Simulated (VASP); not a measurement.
A run of VASP 6.6.1 is set up as follows.

The input INCAR:

```
  ALGO = Normal
  EDIFF = 1E-6
  EDIFFG = -0.01
  ENCUT = 600
  GGA = PS
  IBRION = 2
  ISIF = 3
  ISMEAR = 0
  LASPH = True
  LCHARG = False
  LREAL = False
  LWAVE = False
  NELM = 80
  NSW = 100
  PREC = Accurate
  SIGMA = 0.1
```

KPOINTS

```
k-points
0
Gamma
  18 18 14
```

Contents of POSCAR:

```
B
1.0
    1.4650628462     -2.6534055145      0.0000000000
    1.4650628462      2.6534055145      0.0000000000
    0.0000000000      0.0000000000      3.2490522082
B
4
Direct
    0.6565609259      0.3434390741      0.5898975413
    0.1565609259      0.8434390741      0.9101024587
    0.3434390741      0.6565609259      0.4101024587
    0.8434390741      0.1565609259      0.0898975413
```

Potentials or basis: VASP PAW PBE potentials, release 64 (B).

Launch:

```sh
$ cat potpaw_PBE.64/B/POTCAR > POTCAR
$ mpirun -np 1 vasp_std > vasp.out
```

Problem. What does it give for the space group after relaxing (to 0.1 Å)?

Solution. Cmce (No. 64).

Problem. What does it give for the relaxed cell?

Solution. a = 3.031 Å, b = 3.031 Å, c = 3.249 Å, α = 90.00°, β = 90.00°, γ = 122.24°.

Problem. What does it give for the relaxed volume?

Solution. 6.31 Å³/atom.

Problem. Predict the band gap on the k mesh.

Solution. Zero (bands 6 and 7 overlap by 1.23 eV).

Final structure:
```yaml
crystal:
  lattice:
    - [1.46398, -2.65434, 0.00000]
    - [1.46398, 2.65434, 0.00000]
    - [0.00000, 0.00000, 3.24879]
  atoms:
    - { symbol: B, position: [0.65609, 0.34391, 0.58985] }
    - { symbol: B, position: [0.15609, 0.84391, 0.91015] }
    - { symbol: B, position: [0.34391, 0.65609, 0.41015] }
    - { symbol: B, position: [0.84391, 0.15609, 0.08985] }
```

Caveat: the PAW data sets were made with another functional, which shifts forces and pressure a little.
